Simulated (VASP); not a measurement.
Here is a VASP 6.6.1 calculation.

The input INCAR:

```
SYSTEM = Dy3C
ALGO = Normal
EDIFF = 1E-6
ENCUT = 600
GGA = PE
GGA_COMPAT = .FALSE.
ISIF = 2
ISMEAR = 0
LASPH = .TRUE.
LCHARG = .TRUE.
LELF = .TRUE.
LMAXMIX = 6
LREAL = .FALSE.
LVHAR = .TRUE.
LWAVE = .FALSE.
NBANDS = 41
NELM = 200
PREC = Accurate
SIGMA = 0.2
```

Contents of KPOINTS:

```
k-points
0
G
  4 4 2
  0 0 0
```

Contents of POSCAR:

```
Dy3C
1.0
    4.4611096195      0.0000000000      0.0000000000
    0.0000000000      4.4611096195      0.0000000000
    0.0000000000      0.0000000000      9.5417435101
Dy C
6 2
Direct
    0.0000000000      0.0000000000      0.3566707949
    0.0000000000      0.0000000000      0.6433292051
    0.5000000000      0.5000000000      0.6433292051
    0.5000000000      0.5000000000      0.3566707949
    0.0000000000      0.0000000000      0.0000000000
    0.5000000000      0.5000000000      0.0000000000
    0.0000000000      0.5000000000      0.5000115821
    0.5000000000      0.0000000000      0.4999884179
```

Potentials or basis: VASP PAW PBE potentials, release 64 (Dy_3, C), 4f in core.

The run is started by

```console
$ cat potpaw_PBE.64/Dy_3/POTCAR potpaw_PBE.64/C/POTCAR > POTCAR
$ mpirun -np 1 vasp_std > vasp.out
```

Task: Estimate the pressure.

Result: 0.3 GPa.

Task: Predict the band gap on the k mesh.

Result: Zero (bands 31 and 32 overlap by 1.42 eV).

Task: Estimate the largest force.

Result: 0.055 eV/Å.

Forces in eV/Å, atoms in the order of the input:
```
Dy   0.000  0.000 -0.055
Dy   0.000  0.000  0.055
Dy   0.000  0.000  0.055
Dy   0.000  0.000 -0.055
Dy   0.000  0.000  0.000
Dy   0.000  0.000  0.000
C    0.000  0.000  0.000
C    0.000  0.000  0.000
```

Caveat: spin-orbit coupling is left out, which moves the levels of the heavy elements; the 4f electrons are frozen in the core, so they carry no moment and show no levels. Spin polarisation is off, so any magnetic state and its effect on volume and gap are missing.
